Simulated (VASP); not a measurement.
# Co (P6_3/mmc) in VASP: further runs

Runs on Co. Level: PBE. Tasks: single point.

Everything below comes from runs of VASP 6.6.1. Logs are shortened: lines on timing, memory, paths and dates and some standing lists are left out, and cuts for length are marked.

**1. The cell of the first run**

Symmetry: P6_3/mmc, No. 194, hexagonal system. The conventional cell has a = 2.471 Å, b = 2.471 Å, c = 8.088 Å, α = 90.00°, β = 90.00°, γ = 120.00°. Co (site symmetry -6m2) has 12 Co at 2.47 Å within 3.3 Å. Co (site symmetry -3m) has 12 Co at 2.47 Å within 3.3 Å.

**2. Single point, PBE, collinear spin, ferromagnetic start**

INCAR

```
SYSTEM = Co
PREC = Accurate
ENCUT = 520
EDIFF = 1E-6
ISMEAR = -1
SIGMA = 0.05
LREAL = .FALSE.
LASPH = .TRUE.
NELM = 150
ALGO = Normal
ISIF = 2
LWAVE = .FALSE.
LCHARG = .TRUE.
ISPIN = 2
MAGMOM = 4 4 4 4
LORBIT = 11
NUPDOWN = 16.0
LMAXMIX = 4
GGA = PE
LELF = .TRUE.
LVHAR = .TRUE.
NBANDS = 30
```

KPOINTS

```
Automatic mesh
0
G
  10 10 3
  0 0 0
```

POSCAR

```
Co
1.0
    2.4705617809      0.0000000000      0.0000000000
   -1.2352808905      2.1395692639      0.0000000000
    0.0000000000      0.0000000000      8.0882338000
Co
4
Direct
    0.6666666667      0.3333333333      0.7500000000
    0.0000000000      0.0000000000      0.5000000000
    0.3333333333      0.6666666667      0.2500000000
    0.0000000000      0.0000000000      0.0000000000
```

Potentials or basis: VASP PAW PBE potentials, release 64 (Co).

On the command line:

```
> cat potpaw_PBE.64/Co/POTCAR > POTCAR
> mpirun -np 1 vasp_std > vasp.out
```

OUTCAR:

```text
SYSTEM = Co
   PREC = Accurate
   ENCUT = 520
   EDIFF = 1E-6
   ISMEAR = -1
   LREAL = .FALSE.
   LASPH = .TRUE.
   NELM = 150
   ISIF = 2
   ISPIN = 2
   LORBIT = 11
   NUPDOWN = 16.0
   GGA = PE

 ion  position               nearest neighbor table
   1  0.667  0.333  0.750-   2 2.47   4 2.47   2 2.47   4 2.47   2 2.47   4 2.47
   2  0.000  0.000  0.500-   1 2.47   3 2.47   1 2.47   3 2.47   1 2.47   3 2.47
   3  0.333  0.667  0.250-   2 2.47   4 2.47   2 2.47   4 2.47   2 2.47   4 2.47
   4  0.000  0.000  0.000-   1 2.47   3 2.47   1 2.47   3 2.47   1 2.47   3 2.47

  LATTYP: Found a hexagonal cell.
 ALAT       =     2.4705617809
 C/A-ratio  =     3.2738439745

  Lattice vectors:

 A1 = (   2.4705617809,   0.0000000000,   0.0000000000)
 A2 = (  -1.2352808905,   2.1395692639,   0.0000000000)
 A3 = (   0.0000000000,   0.0000000000,   8.0882338000)

Analysis of symmetry for initial positions (statically):
=====================================================================
 Subroutine PRICEL returns:
 Original cell was already a primitive cell.

 Routine SETGRP: Setting up the symmetry group for a
 hexagonal supercell.

 Subroutine GETGRP returns: Found 24 space group operations
 (whereof 12 operations were pure point group operations)
 out of a pool of 24 trial point group operations.

The static configuration has the point symmetry D_3d.
 The point group associated with its full space group is D_6h.

Analysis of symmetry for dynamics (positions and initial velocities):
=====================================================================
 Subroutine PRICEL returns:
 Original cell was already a primitive cell.

 Routine SETGRP: Setting up the symmetry group for a
 hexagonal supercell.

 Subroutine GETGRP returns: Found 24 space group operations
 (whereof 12 operations were pure point group operations)
 out of a pool of 24 trial point group operations.

The dynamic configuration has the point symmetry D_3d.
 The point group associated with its full space group is D_6h.

Analysis of structural, dynamic, and magnetic symmetry:
=====================================================================
 Subroutine PRICEL returns:
 Original cell was already a primitive cell.

 Routine SETGRP: Setting up the symmetry group for a
 hexagonal supercell.

 Subroutine GETGRP returns: Found 24 space group operations
 (whereof 12 operations were pure point group operations)
 out of a pool of 24 trial point group operations.

The overall configuration has the point symmetry D_3d.
 The point group associated with its full space group is D_6h.

 Subroutine INISYM returns: Found 24 space group operations
 (whereof 12 operations are pure point group operations),
 and found     1 'primitive' translations

----------------------------------------------------------------------------------------

                                     Primitive cell

  volume of cell :      42.7539

  direct lattice vectors                    reciprocal lattice vectors
     2.470561781  0.000000000  0.000000000     0.404766239  0.233691897  0.000000000
    -1.235280890  2.139569264  0.000000000     0.000000000  0.467383794  0.000000000
     0.000000000  0.000000000  8.088233800     0.000000000  0.000000000  0.123636386

  length of vectors
     2.470561781  2.470561781  8.088233800     0.467383794  0.467383794  0.123636386

  position of ions in fractional coordinates (direct lattice)
     0.666666667  0.333333333  0.750000000
     0.000000000  0.000000000  0.500000000
     0.333333333  0.666666667  0.250000000
     0.000000000  0.000000000  0.000000000

  ion indices of the primitive-cell ions
   primitive index   ion index
                 1           1
                 2           2
                 3           3
                 4           4

----------------------------------------------------------------------------------------

 KPOINTS: Automatic mesh

Automatic generation of k-mesh.
 Grid dimensions read from file:
 generate k-points for:   10   10    3

 Generating k-lattice:

  Cartesian coordinates                     Fractional coordinates (reciprocal lattice)
     0.040476624  0.023369190  0.000000000     0.100000000 -0.000000000  0.000000000
     0.000000000  0.046738379  0.000000000     0.000000000  0.100000000  0.000000000
     0.000000000  0.000000000  0.041212129     0.000000000  0.000000000  0.333333333

  Length of vectors
     0.046738379  0.046738379  0.041212129

  Shift w.r.t. Gamma in fractional coordinates (k-lattice)
     0.000000000  0.000000000  0.000000000

 Subroutine IBZKPT returns following result:
 ===========================================

 Found     28 irreducible k-points:

 Following reciprocal coordinates:
            Coordinates               Weight
  0.000000  0.000000  0.000000      1.000000
  0.100000  0.000000  0.000000      6.000000
  0.200000  0.000000  0.000000      6.000000
  0.300000  0.000000  0.000000      6.000000
  0.400000  0.000000  0.000000      6.000000
  0.500000  0.000000  0.000000      3.000000
[... 16 lines left out ...]
  0.300000  0.100000  0.333333     24.000000
  0.400000  0.100000  0.333333     24.000000
 [... further k-points ...]
   k-points           NKPTS =     28   k-points in BZ     NKDIM =     28   number of bands    NBANDS=     30
   number of dos      NEDOS =    301   number of ions     NIONS =      4
   total plane-waves  NPLWV =  19440
   dimension x,y,z NGX =    18 NGY =   18 NGZ =   60
   dimension x,y,z NGXF=    36 NGYF=   36 NGZF=  120
   ions per type =               4
   NGX,Y,Z   is equivalent  to a cutoff of  12.11, 12.11, 12.33 a.u.
   NGXF,Y,Z  is equivalent  to a cutoff of  24.22, 24.22, 24.66 a.u.
 SYSTEM =  Co
   PREC   = accura    normal or accurate (medium, high low for compatibility)
   ISTART =      0    job   : 0-new  1-cont  2-samecut
   ICHARG =      2    charge: 1-file 2-atom 10-const
   ISPIN  =      2    spin polarized calculation?
   LNONCOLLINEAR =      F non collinear calculations
   LSORBIT =      F    spin-orbit coupling
   LASPH  =      T    aspherical Exc in radial PAW
   ENCUT  =  520.0 eV  38.22 Ry    6.18 a.u.   4.59  4.59 15.04*2*pi/ulx,y,z
   NELM   =    150;   NELMIN=  2; NELMDL= -5     # of ELM steps
   EDIFF  = 0.1E-05   stopping-criterion for ELM
   LREAL  =      F    real-space projection
   EDIFFG = 0.1E-04   stopping-criterion for IOM
   NSW    =      0    number of steps for IOM
   IBRION =     -1    ionic relax: 0-MD 1-quasi-New 2-CG
   NFREE  =      0    steps in history (QN), initial steepest desc. (CG)
   ISIF   =      2    stress and relaxation
   ISYM   =      2    0-nonsym 1-usesym 2-fastsym
   POTIM  = 0.5000    time-step for ionic-motion
   TEBEG  =    0.0;   TEEND  =   0.0 temperature during run
   PSTRESS=    0.0 pullay stress
   NELECT =      36.0000    total number of electrons
   NUPDOWN=      16.0000    fix difference up-down
   EMIN   =  10.00;   EMAX   =-10.00  energy-range for DOS
   EFERMI =   0.00;   METHOD = LEGACY
   ISMEAR =    -1;   SIGMA  =   0.05  broadening in eV -4-tet -1-fermi 0-gaus
   EFERMI_NEDOS =   21; number of points for ismear=-14 and -15
   IALGO  =     38    algorithm
   IMIX   =      4    mixing-type and parameters
     AMIX     =   0.40;   BMIX     =  1.00
     AMIX_MAG =   1.60;   BMIX_MAG =  1.00
  volume/ion in A,a.u.               =      10.69        72.13
  Fermi-wavevector in a.u.,A,eV,Ry     =   1.545908  2.921343 32.515647  2.389833
  Thomas-Fermi vector in A             =   2.651220
   LORBIT       =     11    0 simple, 1 ext, 2 COOP (PROOUT), +10 PAW based schemes
   GGA     = PE    functional components
   LHFCALC =     F    Hartree Fock is set to
   AEXX    =    0.0000 exact exchange contribution
   IVDW    =     0    specifies the selected vdW correction
   LEPSILON=     F    determine dielectric tensor
   LRPA    =     F    only Hartree local field effects (RPA)
 spin polarized calculation
  energy-cutoff  :      520.00
  volume of cell :       42.75
 maximum number of plane-waves:      1172
   NGX =  9   NGY =  9   NGZ = 31

 number of electron      35.9999991 magnetization      15.9999996

 Free energy of the ion-electron system (eV)
  ---------------------------------------------------
  ext. energy  EPLUGINS =         0.00000000
  ---------------------------------------------------
  free energy    TOTEN  =        -3.62603887 eV

  energy without entropy =       -3.58561608  energy(sigma->0) =       -3.60582748

 E-fermi :   9.1783     XC(G=0): -13.5638

 val. band max:       19.3517788664   @ k =   0.2000   0.2000   0.3333
 cond. band min:       9.1955105626   @ k =   0.4000   0.2000   0.0000
 fundamental gap:    -10.1562683038
 Fermi energy:        19.3805822165

 spin component 1

 k-point     1 :       0.0000    0.0000    0.0000
  band No.  band energies     occupation
      1       0.6028      1.00000
      2       2.7345      1.00000
      3       2.7425      1.00000
      4       3.7062      1.00000
      5       5.6827      1.00000
      6       5.7071      1.00000
[... 781 lines left out ...]
     29      22.5424      0.00000
     30      23.2910      0.00000

 [... further k-points ...]

 spin component 2

 k-point     1 :       0.0000    0.0000    0.0000
  band No.  band energies     occupation
      1       2.5062      1.00000
      2       4.7308      1.00000
      3       4.7632      1.00000
      4       6.4353      1.00000
      5       8.6949      0.99994
      6       8.7277      0.99988
[... 781 lines left out ...]
     29      24.8051      0.00000
     30      25.4903      0.00000

 [... further k-points ...]
[... 5 lines left out ...]
  --------------------------------------------------------------------------------------
  -------------------------------------------------------------------------------------
  Total       30.2930374     30.2930374     31.9227464     -0.0000000      0.0000000      0.0000000
  in kB     1135.2137375   1135.2137375   1196.2861216     -0.0000000      0.0000000      0.0000000
  external PRESSURE =    1155.5711989 kB  Pullay stress =       0.0000000 kB

 VOLUME and BASIS-vectors are now :
 -----------------------------------------------------------------------------
  energy-cutoff  :      520.00
  volume of cell :       42.75
      direct lattice vectors                 reciprocal lattice vectors
     2.470561781  0.000000000  0.000000000     0.404766239  0.233691897  0.000000000
    -1.235280890  2.139569264  0.000000000     0.000000000  0.467383794  0.000000000
     0.000000000  0.000000000  8.088233800     0.000000000  0.000000000  0.123636386

 POSITION                                       TOTAL-FORCE (eV/Angst)
 -----------------------------------------------------------------------------------
      1.23528      0.71319      6.06618         0.000000      0.000000     -0.000000
      0.00000      0.00000      4.04412        -0.000000      0.000000      0.000000
     -0.00000      1.42638      2.02206         0.000000     -0.000000      0.000000
      0.00000      0.00000      0.00000        -0.000000      0.000000      0.000000
 -----------------------------------------------------------------------------------
    total drift:                                0.000000     -0.000000      0.000000

  FREE ENERGIE OF THE ION-ELECTRON SYSTEM (eV)
  ---------------------------------------------------
  free  energy   TOTEN  =        -3.6260388738 eV

  energy  without entropy=       -3.5856160809  energy(sigma->0) =       -3.60582748

 total charge

# of ion       s       p       d       tot
------------------------------------------
    1        0.616   0.805   6.796   8.217
    2        0.625   0.791   6.795   8.211
    3        0.616   0.805   6.796   8.217
    4        0.625   0.791   6.795   8.211
--------------------------------------------------
tot          2.482   3.191  27.183  32.856

 magnetization (x)

# of ion       s       p       d       tot
------------------------------------------
    1        0.177   0.454   3.123   3.754
    2        0.181   0.428   3.141   3.749
    3        0.177   0.454   3.123   3.754
    4        0.181   0.428   3.141   3.749
--------------------------------------------------
tot          0.715   1.763  12.529  15.007
```

Wall time 48 s (1 thread of AMD EPYC 9R45 (Zen 5), shared host); peak memory 0.16 GiB.

What came out:

```yaml
Free_energy: -3.6260 eV
Pressure: 115.6 GPa
Net_moment: 16.00 μB per cell
Site_moments: Co +3.75 μB
Valence_electrons_inside_the_program's_atomic_spheres: Co 8.22, 8.21
```

Caveat: the total moment is fixed, so each spin has its own Fermi level.

**3. Single point, PBE**

INCAR

```
ALGO     = Fast           # electronic algorithm
EDIFF    = 1E-6           # SCF threshold, eV
ENCUT    = 520            # plane-wave cutoff, eV
GGA      = PE             # functional
ISIF     = 2              # what is computed and relaxed
ISMEAR   = -1             # smearing method
LASPH    = T              # aspherical terms in the spheres
LCHARG   = T              # write CHGCAR
LELF     = T              # ELF
LREAL    = F              # projectors in reciprocal space
LVHAR    = T            
LWAVE    = F              # write WAVECAR
NBANDS   = 26             # bands
NELM     = 100            # most SCF steps
PREC     = Accurate       # precision mode
SIGMA    = 0.05           # smearing width, eV
```

KPOINTS

```
k-points
0
Gamma
  12 12 4
```

POSCAR is that of step 2.

Potentials or basis: VASP PAW PBE potentials, release 64 (Co).

On the command line:

```
> cat potpaw_PBE.64/Co/POTCAR > POTCAR
> mpirun -np 1 vasp_std > vasp.out
```

OUTCAR:

```text
EDIFF = 1E-6
   ENCUT = 520
   GGA = PE
   ISIF = 2
   ISMEAR = -1
   LASPH = T
   LREAL = F
   NELM = 100
   PREC = Accurate

 ion  position               nearest neighbor table
   1  0.667  0.333  0.750-   2 2.47   4 2.47   2 2.47   4 2.47   2 2.47   4 2.47
   2  0.000  0.000  0.500-   1 2.47   3 2.47   1 2.47   3 2.47   1 2.47   3 2.47
   3  0.333  0.667  0.250-   2 2.47   4 2.47   2 2.47   4 2.47   2 2.47   4 2.47
   4  0.000  0.000  0.000-   1 2.47   3 2.47   1 2.47   3 2.47   1 2.47   3 2.47

[... 891 lines left out ...]
     26      20.5838      0.00000

 [... further k-points ...]
[... 5 lines left out ...]
  --------------------------------------------------------------------------------------
  -------------------------------------------------------------------------------------
  Total       -2.2137200     -2.2137200     -2.6001501      0.0000000     -0.0000000      0.0000000
  in kB      -82.9578546    -82.9578546    -97.4390948      0.0000000     -0.0000000      0.0000000
  external PRESSURE =     -87.7849347 kB  Pullay stress =       0.0000000 kB

 VOLUME and BASIS-vectors are now :
 -----------------------------------------------------------------------------
  energy-cutoff  :      520.00
  volume of cell :       42.75
      direct lattice vectors                 reciprocal lattice vectors
     2.470561781  0.000000000  0.000000000     0.404766239  0.233691897  0.000000000
    -1.235280890  2.139569264  0.000000000     0.000000000  0.467383794  0.000000000
     0.000000000  0.000000000  8.088233800     0.000000000  0.000000000  0.123636386

 POSITION                                       TOTAL-FORCE (eV/Angst)
 -----------------------------------------------------------------------------------
      1.23528      0.71319      6.06618        -0.000000      0.000000     -0.000000
      0.00000      0.00000      4.04412         0.000000      0.000000      0.000000
     -0.00000      1.42638      2.02206         0.000000      0.000000      0.000000
      0.00000      0.00000      0.00000         0.000000      0.000000      0.000000
 -----------------------------------------------------------------------------------
    total drift:                                0.000000     -0.000000      0.000000

  FREE ENERGIE OF THE ION-ELECTRON SYSTEM (eV)
  ---------------------------------------------------
  free  energy   TOTEN  =       -27.3122962764 eV

  energy  without entropy=      -27.2319737110  energy(sigma->0) =      -27.27213499
```

Wall time 34 s (1 thread of Intel Xeon 6975P-C (Granite Rapids), shared host); peak memory 0.17 GiB.

Results:

```yaml
Free_energy: -27.3123 eV
Pressure: -8.8 GPa
Band_gap_on_the_k_mesh: zero (band 18 reaches 10.79 eV, above the bottom of band 19 at 9.67 eV)
```

Levels at points of the mesh, in eV from the Fermi level:
| k point | band 14 | band 15 | band 16 | band 17 | band 18 | band 19 | band 20 | band 21 | band 22 | band 23 |
| --- | --- | --- | --- | --- | --- | --- | --- | --- | --- | --- |
| (0.00, 0.00, 0.00) | -1.53 | -1.53 | -0.79 | -0.79 | -0.44 | -0.44 | -0.18 | -0.18 | -0.12 | 0.24 |
| (0.50, 0.00, 0.00) | 0.30 | 0.31 | 0.33 | 0.37 | 0.45 | 0.45 | 0.47 | 0.56 | 1.64 | 3.09 |
| (0.00, 0.00, 0.50) | -1.67 | -1.54 | -1.54 | -0.62 | -0.62 | -0.62 | -0.62 | 0.06 | 0.06 | 0.06 |
| (0.50, 0.00, 0.50) | -0.79 | -0.05 | -0.05 | 0.33 | 0.33 | 0.44 | 0.44 | 1.86 | 1.86 | 3.29 |

Caveat: the run has no spin polarisation, though such a crystal can be magnetic. Spin polarisation is off, so any magnetic state and its effect on volume and gap are missing.
